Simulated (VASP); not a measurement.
# C (P6_3/mmc) in VASP: further runs, part 2 of 2

VASP 6.6.1. Earlier steps stand in the parts before.

## (3) Single point, r2SCAN (6.21 Å³/atom)

This run uses another cell than the first one, of 6.21 Å³/atom.

POSCAR reads:

```
C
1.0
    2.5935635271      0.0000000000      0.0000000000
   -1.2967817635      2.2460919008      0.0000000000
    0.0000000000      0.0000000000     12.7910175571
C
12
Direct
    0.0000000000      0.0000000000      0.1867114210
    0.0000000000      0.0000000000      0.6867114210
    0.0000000000      0.0000000000      0.3132885790
    0.0000000000      0.0000000000      0.8132885790
    0.3333333333      0.6666666667      0.5207422224
    0.6666666667      0.3333333333      0.0207422224
    0.3333333333      0.6666666667      0.9792577776
    0.6666666667      0.3333333333      0.4792577776
    0.3333333333      0.6666666667      0.6450514489
    0.6666666667      0.3333333333      0.1450514489
    0.3333333333      0.6666666667      0.8549485511
    0.6666666667      0.3333333333      0.3549485511
```

INCAR.step1 reads:

```
SYSTEM = C
ALGO = Normal
EDIFF = 1E-4
ENCUT = 520
GGA = PE
ISMEAR = 0
LASPH = .True.
LCHARG = .False.
LREAL = .False.
LWAVE = .True.
NBANDS = 36
NELM = 80
PREC = Accurate
SIGMA = 0.02
```

INCAR.step2 reads:

```
SYSTEM = C
ALGO = Normal
EDIFF = 1E-6
ENCUT = 520
ISIF = 2
ISMEAR = 0
ISTART = 1
LASPH = .True.
LCHARG = .False.
LMIXTAU = .True.
LREAL = .False.
LWAVE = .False.
METAGGA = R2SCAN
NBANDS = 36
NELM = 80
PREC = Accurate
SIGMA = 0.02
```

KPOINTS reads:

```
k-points
0
Gamma
  12 12 2
  0 0 0
```

Potentials or basis: VASP PAW PBE potentials, release 64 (C).

Started as:

```
> cat potpaw_PBE.64/C/POTCAR > POTCAR
> cp INCAR.step1 INCAR
> mpirun -np 1 vasp_std > vasp.out
> cp INCAR.step2 INCAR
> mpirun -np 1 vasp_std > vasp.out
```

OUTCAR:

```text
SYSTEM = C
   EDIFF = 1E-6
   ENCUT = 520
   ISIF = 2
   ISMEAR = 0
   ISTART = 1
   LASPH = .True.
   LREAL = .False.
   METAGGA = R2SCAN
   NELM = 80
   PREC = Accurate

 ion  position               nearest neighbor table
   1  0.000  0.000  0.187-  10 1.59  10 1.59  10 1.59   3 1.62
   2  0.000  0.000  0.687-   9 1.59   9 1.59   9 1.59   4 1.62
   3  0.000  0.000  0.313-  12 1.59  12 1.59  12 1.59   1 1.62
   4  0.000  0.000  0.813-  11 1.59  11 1.59  11 1.59   2 1.62
   5  0.333  0.667  0.521-   8 1.59   8 1.59   8 1.59   9 1.59
   6  0.667  0.333  0.021-   7 1.59   7 1.59   7 1.59  10 1.59
   7  0.333  0.667  0.979-   6 1.59   6 1.59   6 1.59  11 1.59
   8  0.667  0.333  0.479-   5 1.59   5 1.59   5 1.59  12 1.59
   9  0.333  0.667  0.645-   2 1.59   2 1.59   2 1.59   5 1.59
  10  0.667  0.333  0.145-   1 1.59   1 1.59   1 1.59   6 1.59
  11  0.333  0.667  0.855-   4 1.59   4 1.59   4 1.59   7 1.59
  12  0.667  0.333  0.355-   3 1.59   3 1.59   3 1.59   8 1.59

  LATTYP: Found a hexagonal cell.
 ALAT       =     2.5935635271
 C/A-ratio  =     4.9318312135

  Lattice vectors:

 A1 = (   2.5935635271,   0.0000000000,   0.0000000000)
 A2 = (  -1.2967817635,   2.2460919008,   0.0000000000)
 A3 = (   0.0000000000,   0.0000000000,  12.7910175571)

Analysis of symmetry for initial positions (statically):
=====================================================================
 Subroutine PRICEL returns:
 Original cell was already a primitive cell.

 Routine SETGRP: Setting up the symmetry group for a
 hexagonal supercell.

 Subroutine GETGRP returns: Found 24 space group operations
 (whereof 12 operations were pure point group operations)
 out of a pool of 24 trial point group operations.

The static configuration has the point symmetry D_3d.
 The point group associated with its full space group is D_6h.

Analysis of symmetry for dynamics (positions and initial velocities):
[... 157 lines left out ...]
   METAGGA = R2SCAN    functional components
   LHFCALC =     F    Hartree Fock is set to
   AEXX    =    0.0000 exact exchange contribution
   IVDW    =     0    specifies the selected vdW correction
   LEPSILON=     F    determine dielectric tensor
   LRPA    =     F    only Hartree local field effects (RPA)
 non-spin polarized calculation
 Gauss-broadening in eV      SIGMA  =   0.02
  energy-cutoff  :      520.00
  volume of cell :       74.51
 maximum number of plane-waves:      2028
 NGX is ok and might be reduce to    20
   NGX =  9   NGY =  9   NGZ = 47

 number of electron      48.0000000 magnetization

 Free energy of the ion-electron system (eV)
  ---------------------------------------------------
  ext. energy  EPLUGINS =         0.00000000
  ---------------------------------------------------
  free energy    TOTEN  =      -117.09274532 eV

  energy without entropy =     -117.09274532  energy(sigma->0) =     -117.09274532

 E-fermi :   8.6100     XC(G=0): -13.7655

 val. band max:        8.5100400338   @ k =   0.0000   0.0000   0.0000
 cond. band min:      12.9182903232   @ k =   0.3333  -0.0000   0.0000
 fundamental gap:      4.4082502894
 Fermi energy:         8.6099720968

 k-point     1 :       0.0000    0.0000    0.0000
  band No.  band energies     occupation
      1     -13.0508      2.00000
      2     -12.3504      2.00000
      3     -12.2583      2.00000
      4     -10.1745      2.00000
      5     -10.0982      2.00000
      6      -7.6846      2.00000
[... 925 lines left out ...]
     35      17.3721      0.00000
     36      17.3721      0.00000

 [... further k-points ...]
[... 5 lines left out ...]
  --------------------------------------------------------------------------------------
  -------------------------------------------------------------------------------------
  Total      -16.4183873    -16.4183873    -16.4032794     -0.0000000      0.0000000     -0.0000000
  in kB     -353.0299655   -353.0299655   -352.7051156     -0.0000000      0.0000000     -0.0000000
  external PRESSURE =    -352.9216822 kB  Pullay stress =       0.0000000 kB

 VOLUME and BASIS-vectors are now :
 -----------------------------------------------------------------------------
  energy-cutoff  :      520.00
  volume of cell :       74.51
      direct lattice vectors                 reciprocal lattice vectors
     2.593563527  0.000000000  0.000000000     0.385569889  0.222608879  0.000000000
    -1.296781764  2.246091901  0.000000000     0.000000000  0.445217758  0.000000000
     0.000000000  0.000000000 12.791017557     0.000000000  0.000000000  0.078179863

 POSITION                                       TOTAL-FORCE (eV/Angst)
 -----------------------------------------------------------------------------------
      0.00000      0.00000      2.38823         0.000000     -0.000000      0.003639
      0.00000      0.00000      8.78374         0.000000      0.000000      0.003639
      0.00000      0.00000      4.00728         0.000000     -0.000000     -0.003639
      0.00000      0.00000     10.40279        -0.000000     -0.000000     -0.003639
     -0.00000      1.49739      6.66082        -0.000000      0.000000      0.000892
      1.29678      0.74870      0.26531        -0.000000      0.000000      0.000892
     -0.00000      1.49739     12.52570        -0.000000     -0.000000     -0.000892
      1.29678      0.74870      6.13019        -0.000000     -0.000000     -0.000892
     -0.00000      1.49739      8.25086         0.000000      0.000000      0.000913
      1.29678      0.74870      1.85536        -0.000000      0.000000      0.000913
     -0.00000      1.49739     10.93566         0.000000     -0.000000     -0.000913
      1.29678      0.74870      4.54015        -0.000000     -0.000000     -0.000913
 -----------------------------------------------------------------------------------
    total drift:                                0.000000      0.000000      0.000000

  FREE ENERGIE OF THE ION-ELECTRON SYSTEM (eV)
  ---------------------------------------------------
  free  energy   TOTEN  =      -117.0927453155 eV

  energy  without entropy=     -117.0927453155  energy(sigma->0) =     -117.09274532
```

OUTCAR.step1:

```text
SYSTEM = C
   EDIFF = 1E-4
   ENCUT = 520
   GGA = PE
   ISMEAR = 0
[... 1200 lines left out ...]
     -0.00000      1.49739      8.25086        -0.000000      0.000000      0.014213
      1.29678      0.74870      1.85536        -0.000000      0.000000      0.014213
     -0.00000      1.49739     10.93566        -0.000000     -0.000000     -0.014213
      1.29678      0.74870      4.54015        -0.000000     -0.000000     -0.014213
 -----------------------------------------------------------------------------------
    total drift:                                0.000000      0.000000      0.000000

  FREE ENERGIE OF THE ION-ELECTRON SYSTEM (eV)
  ---------------------------------------------------
  free  energy   TOTEN  =      -108.4219345631 eV

  energy  without entropy=     -108.4219345631  energy(sigma->0) =     -108.42193456
```

OSZICAR.step1:

```text
N       E                     dE             d eps       ncg     rms          rms(c)
DAV:   1     0.123296205356E+03    0.12330E+03   -0.24957E+04  2736   0.129E+03
DAV:   2    -0.101727848624E+03   -0.22502E+03   -0.21200E+03  3596   0.248E+02
DAV:   3    -0.111156191128E+03   -0.94283E+01   -0.93490E+01  3632   0.461E+01
DAV:   4    -0.111284086180E+03   -0.12790E+00   -0.12756E+00  3664   0.567E+00
DAV:   5    -0.111286755591E+03   -0.26694E-02   -0.26670E-02  3540   0.808E-01    0.121E+01
DAV:   6    -0.109137665478E+03    0.21491E+01   -0.14617E+00  3320   0.550E+00    0.720E+00
DAV:   7    -0.108418899908E+03    0.71877E+00   -0.18787E+00  3220   0.643E+00    0.138E+00
DAV:   8    -0.108421555032E+03   -0.26551E-02   -0.52314E-02  3500   0.105E+00    0.104E-01
DAV:   9    -0.108421872704E+03   -0.31767E-03   -0.11884E-03  3616   0.191E-01    0.378E-02
DAV:  10    -0.108421934563E+03   -0.61859E-04   -0.78681E-05  2440   0.505E-02
   1 F= -.10842193E+03 E0= -.10842193E+03  d E =-.640589E-15
```

It took 2.5 min on 1 thread of Intel Xeon 6975P-C (Granite Rapids), shared host; peak memory 0.22 GiB.

Results:

```
Free energy            : -117.0927 eV
Pressure               : -35.3 GPa
Largest force          : 0.004 eV/Å
Band gap on the k mesh : 4.41 eV (least direct gap 5.43 eV)
```

Forces on the atoms (eV/Å):
```
C    0.000  0.000  0.004
C    0.000  0.000  0.004
C    0.000  0.000 -0.004
C    0.000  0.000 -0.004
C    0.000  0.000  0.001
C    0.000  0.000  0.001
C    0.000  0.000 -0.001
C    0.000  0.000 -0.001
C    0.000  0.000  0.001
C    0.000  0.000  0.001
C    0.000  0.000 -0.001
C    0.000  0.000 -0.001
```

Caveat: the cell stands under tension; the PAW data sets were made with another functional, which shifts forces and pressure a little.

## (4) Relaxation of cell and atoms, r2SCAN

This run uses another cell than the first one, of 5.67 Å³/atom.

POSCAR reads:

```
C
1.0
    2.5221000000      0.0000000000      0.0000000000
   -1.2610500000      2.1842026709      0.0000000000
    0.0000000000      0.0000000000     12.3557000000
C
12
Direct
    0.0000000000      0.0000000000      0.1875000000
    0.0000000000      0.0000000000      0.6875000000
    0.0000000000      0.0000000000      0.3125000000
    0.0000000000      0.0000000000      0.8125000000
    0.3333333333      0.6666666667      0.5208300000
    0.6666666667      0.3333333333      0.0208300000
    0.3333333333      0.6666666667      0.9791700000
    0.6666666667      0.3333333333      0.4791700000
    0.3333333333      0.6666666667      0.6458300000
    0.6666666667      0.3333333333      0.1458300000
    0.3333333333      0.6666666667      0.8541700000
    0.6666666667      0.3333333333      0.3541700000
```

INCAR.step1 reads:

```
SYSTEM = C
ALGO = Normal
EDIFF = 1E-4
ENCUT = 600
GGA = PE
ISMEAR = 0
LASPH = .TRUE.
LCHARG = .FALSE.
LREAL = .FALSE.
LWAVE = .TRUE.
NELM = 80
PREC = Accurate
SIGMA = 0.02
```

INCAR.step2 reads:

```
SYSTEM = C
ALGO = Normal
EDIFF = 1E-7
EDIFFG = -0.005
ENCUT = 600
IBRION = 2
ISIF = 3
ISMEAR = 0
ISTART = 1
LASPH = .TRUE.
LCHARG = .FALSE.
LMIXTAU = .TRUE.
LREAL = .FALSE.
LWAVE = .FALSE.
METAGGA = R2SCAN
NELM = 80
NSW = 100
PREC = Accurate
SIGMA = 0.02
```

KPOINTS reads:

```
k-points
0
G
  12 12 2
  0 0 0
```

Started as:

```
> cat potpaw_PBE.64/C/POTCAR > POTCAR
> cp INCAR.step1 INCAR
> mpirun -np 1 vasp_std > vasp.out
> cp INCAR.step2 INCAR
> mpirun -np 1 vasp_std > vasp.out
```

It took 30 min on 1 thread of Intel Xeon Platinum 8259CL at 2.50GHz (Skylake/Cascade Lake), shared host; peak memory 0.24 GiB.

Results (log left out):

* Free energy: -117.9048 eV
* Relaxed volume: 5.65 Å³/atom
* Relaxed cell: a = 2.513 Å, b = 2.513 Å, c = 12.395 Å, α = 90.00°, β = 90.00°, γ = 120.00°
* Space group after relaxing (to 0.1 Å): P6_3/mmc (No. 194)
* Energy gained by relaxing: 1.8 meV/atom
* Ionic steps: 7
* Pressure after relaxing: 0.0 GPa
* Band gap on the k mesh: 4.66 eV (least direct gap 5.63 eV)

The path:
| step | energy change (eV) | largest force (eV/Å) | pressure (GPa) | volume (Å³) |
| --- | --- | --- | --- | --- |
| 1 | 0.0000 | 0.3439 | -1.78 | 68.06 |
| 2 | 0.0031 | 0.3805 | 2.45 | 67.44 |
| 3 | -0.0212 | 0.1018 | 0.12 | 67.77 |
| 4 | -0.0199 | 0.2062 | 0.00 | 67.78 |
| 5 | -0.0217 | 0.0170 | 0.08 | 67.77 |
| 6 | -0.0217 | 0.0077 | -0.07 | 67.79 |
| 7 | -0.0217 | 0.0020 | -0.01 | 67.79 |

Final structure:
```xyz
12
Lattice="2.5130 0.0000 0.0000 -1.2565 2.1763 0.0000 0.0000 0.0000 12.3947" Properties=species:S:1:pos:R:3 pbc="T T T"
C     0.0000    0.0000    2.3159
C     0.0000    0.0000    8.5132
C     0.0000    0.0000    3.8815
C     0.0000    0.0000   10.0788
C     0.0000    1.4509    6.4547
C     1.2565    0.7254    0.2574
C     0.0000    1.4509   12.1373
C     1.2565    0.7254    5.9400
C     0.0000    1.4509    7.9953
C     1.2565    0.7254    1.7980
C     0.0000    1.4509   10.5967
C     1.2565    0.7254    4.3993
```

Levels at points of the mesh, in eV from the valence-band top:
```
           k point  band 20  band 21  band 22  band 23  band 24  band 25  band 26  band 27  band 28  band 29
(0.00, 0.00, 0.00)    -1.05    -1.05    -0.16     0.00     0.00     5.63     5.63     5.76     6.80     6.80
(0.50, 0.00, 0.00)    -4.68    -4.34    -4.29    -3.84    -3.11     4.86     5.50     5.56     5.88     7.03
(0.00, 0.00, 0.50)    -1.47    -0.34    -0.34    -0.34    -0.34     6.05     6.05     6.05     6.05     6.52
(0.50, 0.00, 0.50)    -5.26    -4.02    -4.02    -3.47    -3.47     5.04     5.04     6.13     6.13     6.35
```

Caveat: the PAW data sets were made with another functional, which shifts forces and pressure a little. r2SCAN opens gaps a little over a GGA but as a rule still falls short of measured ones.

## (5) Relaxation of shape and atoms at fixed volume, r2SCAN (5.81 Å³/atom)

This run uses another cell than the first one, of 5.81 Å³/atom.

POSCAR reads:

```
C
1.0
    2.5372627950      0.0000000000      0.0000000000
   -1.2686313975      2.1973340366      0.0000000000
    0.0000000000      0.0000000000     12.5144714632
C
12
Direct
    0.0000000000      0.0000000000      0.1868286690
    0.0000000000      0.0000000000      0.6868286690
    0.0000000000      0.0000000000      0.3131713310
    0.0000000000      0.0000000000      0.8131713310
    0.3333333333      0.6666666667      0.5207643649
    0.6666666667      0.3333333333      0.0207643649
    0.3333333333      0.6666666667      0.9792356351
    0.6666666667      0.3333333333      0.4792356351
    0.3333333333      0.6666666667      0.6450550061
    0.6666666667      0.3333333333      0.1450550061
    0.3333333333      0.6666666667      0.8549449939
    0.6666666667      0.3333333333      0.3549449939
```

INCAR.step1 reads:

```
SYSTEM = C
PREC = Accurate ; ENCUT = 600
ISMEAR = 0 ; SIGMA = 0.02
LREAL = .False. ; LASPH = .True.
NELM = 80 ; GGA = PE
ALGO = Normal ; EDIFF = 1E-4
LWAVE = .True. ; LCHARG = .False.
```

INCAR.step2 reads:

```
SYSTEM = C
PREC = Accurate ; ENCUT = 600
EDIFF = 1E-7 ; ISMEAR = 0
SIGMA = 0.02 ; LREAL = .False.
LASPH = .True. ; NELM = 80
ALGO = Normal ; ISIF = 4
LWAVE = .False. ; LCHARG = .False.
METAGGA = R2SCAN ; LMIXTAU = .True.
IBRION = 2 ; NSW = 50
EDIFFG = -0.01 ; ISTART = 1
```

KPOINTS reads:

```
regular mesh
0
Gamma
  12 12 2
  0 0 0
```

Started as:

```
> cat potpaw_PBE.64/C/POTCAR > POTCAR
> cp INCAR.step1 INCAR
> mpirun -np 1 vasp_std > vasp.out
> cp INCAR.step2 INCAR
> mpirun -np 1 vasp_std > vasp.out
```

Wall time 12 min (1 thread of Intel Xeon Platinum 8259CL at 2.50GHz (Skylake/Cascade Lake), shared host); peak memory 0.23 GiB.

Results (log left out):

```yaml
Free_energy: -117.8346 eV
Energy_gained_by_relaxing: 0.0 meV/atom
Ionic_steps: 3
Pressure_after_relaxing: -12.4 GPa
Band_gap_on_the_k_mesh: 4.58 eV (least direct gap 5.57 eV)
```

Final structure:
```
CELL_PARAMETERS angstrom
2.53729 0.00000 0.00000
-1.26864 2.19736 0.00000
0.00000 0.00000 12.51423
ATOMIC_POSITIONS crystal
C 0.00000 0.00000 0.18681
C 0.00000 0.00000 0.68681
C 0.00000 0.00000 0.31319
C 0.00000 0.00000 0.81319
C 0.33333 0.66667 0.52076
C 0.66667 0.33333 0.02076
C 0.33333 0.66667 0.97924
C 0.66667 0.33333 0.47924
C 0.33333 0.66667 0.64507
C 0.66667 0.33333 0.14507
C 0.33333 0.66667 0.85493
C 0.66667 0.33333 0.35493
```

Levels at points of the mesh, in eV from the valence-band top:
| k point | band 21 | band 22 | band 23 | band 24 | band 25 | band 26 | band 27 | band 28 |
| --- | --- | --- | --- | --- | --- | --- | --- | --- |
| (0.00, 0.00, 0.00) | -1.02 | -0.14 | 0.00 | 0.00 | 5.57 | 5.57 | 5.69 | 6.71 |
| (0.50, 0.00, 0.00) | -4.22 | -4.17 | -3.73 | -3.03 | 4.79 | 5.42 | 5.49 | 5.80 |
| (0.00, 0.00, 0.50) | -0.33 | -0.33 | -0.33 | -0.33 | 5.97 | 5.97 | 5.97 | 5.97 |
| (0.50, 0.00, 0.50) | -3.91 | -3.91 | -3.37 | -3.37 | 4.97 | 4.97 | 6.02 | 6.02 |

Caveat: the PAW data sets were made with another functional, which shifts forces and pressure a little.

## (6) Summary

| task | cell | cutoff (eV) | gap on the mesh (eV) | pressure (GPa) |
| --- | --- | --- | --- | --- |
| single point | a = 2.562, b = 2.562, c = 12.634 Å, angles 90.0, 90.0, 120.0°, 12 atoms, atomic positions A | 520 | 4.51 | -22.7 |
| single point | a = 2.594, b = 2.594, c = 12.791 Å, angles 90.0, 90.0, 120.0°, 12 atoms, atomic positions B | 520 | 4.41 | -35.3 |
| relaxation of cell and atoms | relaxed from a = 2.522, b = 2.522, c = 12.356 Å, angles 90.0, 90.0, 120.0°, 12 atoms, atomic positions C | 600 | 4.66 | 0.0 |
| relaxation of shape and atoms at fixed volume | relaxed from a = 2.537, b = 2.537, c = 12.514 Å, angles 90.0, 90.0, 120.0°, 12 atoms, atomic positions D | 600 | 4.58 | -12.4 |

Alike in all rows: level r2SCAN; potentials or basis VASP PAW PBE potentials, release 64 (C); no spin polarisation; k mesh 12 × 12 × 2; smearing gaussian 0.02 eV.

Caveats: the PAW data sets were made with another functional, which shifts forces and pressure a little; the cell stands under tension (at least some runs).

Absolute energies hang on the potentials; compare differences alone.
